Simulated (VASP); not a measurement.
# BaZrO3 (Pm-3m) in VASP: dielectric tensor with PBE

Aim: the dielectric tensor of BaZrO3 with PBE.

Program: VASP 6.6.1. These are calculated values, not measurements. Logs are shortened: lines on timing, memory, paths and dates and some standing lists are left out, and cuts for length are marked.

### Step 1. The cell of the first run

Symmetry: Pm-3m, No. 221, cubic system. The conventional cell has a = 4.191 Å, b = 4.191 Å, c = 4.191 Å, α = 90.00°, β = 90.00°, γ = 90.00°. Within 3.9 Å of Ba (site symmetry m-3m) lie 12 O at 2.96 Å and 8 Zr at 3.63 Å. Zr (site symmetry m-3m) has 6 O at 2.10 Å within 2.8 Å. O (site symmetry 4/mmm) has 2 Zr at 2.10 Å within 2.8 Å.

### Step 2. Dielectric tensor, PBE

INCAR reads:

```
  ALGO = Normal
  EDIFF = 1E-8
  ENCUT = 520
  GGA = PE
  GGA_COMPAT = False
  ISIF = 2
  ISMEAR = 0
  LASPH = True
  LCHARG = False
  LEPSILON = True
  LREAL = False
  LWAVE = False
  NELM = 120
  PREC = Accurate
  SIGMA = 0.01
```

KPOINTS reads:

```
k-points
0
Gamma
  3 3 3
```

POSCAR reads:

```
BaZrO3
1.0
    4.1913400000      0.0000000000      0.0000000000
    0.0000000000      4.1913400000      0.0000000000
    0.0000000000      0.0000000000      4.1913400000
Ba Zr O
1 1 3
Direct
    0.0000000000      0.0000000000      0.0000000000
    0.5000000000      0.5000000000      0.5000000000
    0.0000000000      0.5000000000      0.5000000000
    0.5000000000      0.0000000000      0.5000000000
    0.5000000000      0.5000000000      0.0000000000
```

Potentials or basis: VASP PAW PBE potentials, release 64 (Ba_sv, Zr_sv, O).

Command:

```
cat potpaw_PBE.64/Ba_sv/POTCAR potpaw_PBE.64/Zr_sv/POTCAR potpaw_PBE.64/O/POTCAR > POTCAR
mpirun -np 1 vasp_std > vasp.out
```

OUTCAR:

```text
EDIFF = 1E-8
   ENCUT = 520
   GGA = PE
   ISIF = 2
   ISMEAR = 0
   LASPH = True
   LEPSILON = True
   LREAL = False
   NELM = 120
   PREC = Accurate

 ion  position               nearest neighbor table
   1  0.000  0.000  0.000-   3 2.96   4 2.96   5 2.96   3 2.96   4 2.96   3 2.96   5 2.96   3 2.96
                             4 2.96   5 2.96   4 2.96   5 2.96   2 3.63   2 3.63   2 3.63   2 3.63
   2  0.500  0.500  0.500-   3 2.10   4 2.10   5 2.10   5 2.10   4 2.10   3 2.10   1 3.63   1 3.63
                             1 3.63   1 3.63   1 3.63   1 3.63   1 3.63   1 3.63
   3  0.000  0.500  0.500-   2 2.10   2 2.10   1 2.96   1 2.96   1 2.96   1 2.96
   4  0.500  0.000  0.500-   2 2.10   2 2.10   1 2.96   1 2.96   1 2.96   1 2.96
   5  0.500  0.500  0.000-   2 2.10   2 2.10   1 2.96   1 2.96   1 2.96   1 2.96

  LATTYP: Found a simple cubic cell.
 ALAT       =     4.1913400000

  Lattice vectors:

 A1 = (   4.1913400000,   0.0000000000,   0.0000000000)
 A2 = (   0.0000000000,   4.1913400000,   0.0000000000)
 A3 = (   0.0000000000,   0.0000000000,   4.1913400000)

Analysis of symmetry for initial positions (statically):
=====================================================================
 Subroutine PRICEL returns:
 Original cell was already a primitive cell.

 Routine SETGRP: Setting up the symmetry group for a
 simple cubic supercell.

 Subroutine GETGRP returns: Found 48 space group operations
 (whereof 48 operations were pure point group operations)
 out of a pool of 48 trial point group operations.

The static configuration has the point symmetry O_h .

Analysis of symmetry for dynamics (positions and initial velocities):
=====================================================================
 Subroutine PRICEL returns:
 Original cell was already a primitive cell.

 Routine SETGRP: Setting up the symmetry group for a
 simple cubic supercell.

 Subroutine GETGRP returns: Found 48 space group operations
 (whereof 48 operations were pure point group operations)
 out of a pool of 48 trial point group operations.

The dynamic configuration has the point symmetry O_h .

 Subroutine INISYM returns: Found 48 space group operations
 (whereof 48 operations are pure point group operations),
 and found     1 'primitive' translations

----------------------------------------------------------------------------------------

                                     Primitive cell

  volume of cell :      73.6307

  direct lattice vectors                    reciprocal lattice vectors
     4.191340000  0.000000000  0.000000000     0.238587182  0.000000000  0.000000000
     0.000000000  4.191340000  0.000000000     0.000000000  0.238587182  0.000000000
     0.000000000  0.000000000  4.191340000     0.000000000  0.000000000  0.238587182

  length of vectors
     4.191340000  4.191340000  4.191340000     0.238587182  0.238587182  0.238587182

  position of ions in fractional coordinates (direct lattice)
     0.000000000  0.000000000  0.000000000
     0.500000000  0.500000000  0.500000000
     0.000000000  0.500000000  0.500000000
     0.500000000  0.000000000  0.500000000
     0.500000000  0.500000000  0.000000000

  ion indices of the primitive-cell ions
   primitive index   ion index
                 1           1
                 2           2
                 3           3
                 4           4
                 5           5

----------------------------------------------------------------------------------------

 KPOINTS: k-points

Automatic generation of k-mesh.
 Grid dimensions read from file:
 generate k-points for:    3    3    3

 Generating k-lattice:

  Cartesian coordinates                     Fractional coordinates (reciprocal lattice)
[... 71 lines left out ...]
 Gauss-broadening in eV      SIGMA  =   0.01
  energy-cutoff  :      520.00
  volume of cell :       73.63
 maximum number of plane-waves:      2003
 NGX is ok and might be reduce to    32
   NGX = 15   NGY = 15   NGZ = 15

--------------------------------------- Ionic step        1  -------------------------------------------

 number of electron      40.0000000 magnetization

 E-fermi :   3.6440     XC(G=0): -10.7710

 val. band max:        3.5798812650   @ k =   0.0000   0.0000   0.0000
 cond. band min:       6.9609214312   @ k =   0.0000   0.0000   0.0000
 fundamental gap:      3.3810401662
 Fermi energy:         3.6440135467

 k-point     1 :       0.0000    0.0000    0.0000
  band No.  band energies     occupation
      1     -43.2702      2.00000
      2     -21.5209      2.00000
      3     -21.4272      2.00000
      4     -21.4272      2.00000
      5     -21.4272      2.00000
      6     -12.5687      2.00000
[... 97 lines left out ...]
     23       9.6183      0.00000
     24      11.0339      0.00000

  FORCE on cell =-STRESS in cart. coord.  units (eV):
  Direction    XX          YY          ZZ          XY          YZ          ZX
  --------------------------------------------------------------------------------------
  -------------------------------------------------------------------------------------
  Total        2.4293374      2.4293374      2.4293374      0.0000000      0.0000000     -0.0000000
  in kB       52.8615322     52.8615322     52.8615322      0.0000000      0.0000000     -0.0000000
  external PRESSURE =      52.8615322 kB  Pullay stress =       0.0000000 kB

 VOLUME and BASIS-vectors are now :
 -----------------------------------------------------------------------------
  energy-cutoff  :      520.00
  volume of cell :       73.63
      direct lattice vectors                 reciprocal lattice vectors
     4.191340000  0.000000000  0.000000000     0.238587182  0.000000000  0.000000000
     0.000000000  4.191340000  0.000000000     0.000000000  0.238587182  0.000000000
     0.000000000  0.000000000  4.191340000     0.000000000  0.000000000  0.238587182

 POSITION                                       TOTAL-FORCE (eV/Angst)
 -----------------------------------------------------------------------------------
      0.00000      0.00000      0.00000         0.000000      0.000000      0.000000
      2.09567      2.09567      2.09567         0.000000      0.000000      0.000000
      0.00000      2.09567      2.09567         0.000000      0.000000      0.000000
      2.09567      0.00000      2.09567         0.000000      0.000000      0.000000
      2.09567      2.09567      0.00000         0.000000      0.000000      0.000000
 -----------------------------------------------------------------------------------
    total drift:                                0.000000     -0.000000     -0.000000

  FREE ENERGIE OF THE ION-ELECTRON SYSTEM (eV)
  ---------------------------------------------------
  free  energy   TOTEN  =       -41.6156747054 eV

  energy  without entropy=      -41.6156747054  energy(sigma->0) =      -41.61567471

 HEAD OF MICROSCOPIC STATIC DIELECTRIC TENSOR (INDEPENDENT PARTICLE, excluding Hartree and local field effects)
 ------------------------------------------------------
           5.409374     0.000000    -0.000000
          -0.000000     5.409374     0.000000
          -0.000000    -0.000000     5.409374
 ------------------------------------------------------

 Free energy of the ion-electron system (eV)
  ---------------------------------------------------
  ---------------------------------------------------
  free energy    TOTEN  =        -0.93708724 eV

  energy without entropy =       -0.93708724

------------------------ aborting loop because EDIFF is reached ----------------------------------------

--------------------------------------- Ionic step        2  -------------------------------------------

------------------------ aborting loop because EDIFF is reached ----------------------------------------

--------------------------------------- Ionic step        3  -------------------------------------------

 Free energy of the ion-electron system (eV)
  ---------------------------------------------------
  ---------------------------------------------------
  free energy    TOTEN  =        -0.93708618 eV

  energy without entropy =       -0.93708618

------------------------ aborting loop because EDIFF is reached ----------------------------------------

 PIEZOELECTRIC TENSOR FIELD DIRECTION 3  (e Angst)
 -----------------------------------------------------------------------------
     0.00480  0.00000 -0.00000           ( -0.00003  0.00000  0.00000)
     0.00000  0.00480  0.00000           (  0.00000 -0.00003  0.00000)
     0.00000  0.00000 -0.00969           (  0.00000  0.00000  0.00005)

 PIEZOELECTRIC TENSOR FIELD DIRECTION 3  (C/m^2)
 -----------------------------------------------------------------------------
     0.00104  0.00000 -0.00000
     0.00000  0.00104  0.00000
     0.00000  0.00000 -0.00211

 MACROSCOPIC STATIC DIELECTRIC TENSOR (including local field effects in DFT)
 ------------------------------------------------------
           5.286844    -0.000000     0.000000
          -0.000000     5.286844     0.000000
          -0.000000    -0.000000     5.286844
 ------------------------------------------------------

 PIEZOELECTRIC TENSOR (including local field effects)  for field in x, y, z        (e  Angst)
          XX          YY          ZZ          XY          YZ          ZX
  --------------------------------------------------------------------------------
  x     0.00000     0.00000     0.00000     0.00000     0.00000     0.00000
  y     0.00000     0.00000     0.00000     0.00000     0.00000     0.00000
  z     0.00000     0.00000     0.00000     0.00000     0.00000     0.00000

 PIEZOELECTRIC TENSOR (including local field effects)  for field in x, y, z        (C/m^2)
          XX          YY          ZZ          XY          YZ          ZX
  --------------------------------------------------------------------------------
  x     0.00000     0.00000     0.00000     0.00000     0.00000     0.00000
  y     0.00000     0.00000     0.00000     0.00000     0.00000     0.00000
  z     0.00000     0.00000     0.00000     0.00000     0.00000     0.00000

 BORN EFFECTIVE CHARGES (including local field effects) (in |e|, cummulative output)
 ---------------------------------------------------------------------------------
 ion    1
    1     2.84719     0.00000    -0.00000
    2    -0.00000     2.84719    -0.00000
    3     0.00000    -0.00000     2.84719
 ion    2
    1     6.51890    -0.00000    -0.00000
    2    -0.00000     6.51890    -0.00000
    3    -0.00000     0.00000     6.51890
 ion    3
    1    -5.34268    -0.00000    -0.00000
    2     0.00000    -2.01171    -0.00000
    3     0.00000     0.00000    -2.01171
 ion    4
    1    -2.01171     0.00000    -0.00000
    2     0.00000    -5.34268    -0.00000
    3     0.00000     0.00000    -2.01171
 ion    5
    1    -2.01171     0.00000     0.00000
    2     0.00000    -2.01171    -0.00000
    3     0.00000     0.00000    -5.34268
```

Wall time 2.3 min (1 thread of Intel Xeon Platinum 8488C (Sapphire Rapids), shared host); peak memory 0.2 GiB.

Results:

```yaml
Band_gap_on_the_k_mesh: 3.38 eV
Electronic_dielectric_tensor_diagonal: 5.29
Born_charges_mean_of_the_diagonal: Ba +2.85; Zr +6.52; O -3.12 e
```

Electronic dielectric tensor:
```
5.29 0.00 0.00
0.00 5.29 0.00
0.00 0.00 5.29
```

Born effective charge tensors (e):
atom 1, Ba
```
2.85 0.00 0.00
0.00 2.85 0.00
0.00 0.00 2.85
```
atom 2, Zr
```
6.52 0.00 0.00
0.00 6.52 0.00
0.00 0.00 6.52
```
atom 3, O
```
-5.34  0.00  0.00
 0.00 -2.01  0.00
 0.00  0.00 -2.01
```
atom 4, O
```
-2.01  0.00  0.00
 0.00 -5.34  0.00
 0.00  0.00 -2.01
```
atom 5, O
```
-2.01  0.00  0.00
 0.00 -2.01  0.00
 0.00  0.00 -5.34
```

Caveat: the k points lie up to 0.50 Å⁻¹ apart; spin-orbit coupling is left out, which moves the levels of the heavy elements; an odd mesh through Γ misses points on the zone boundary, where band edges can lie.
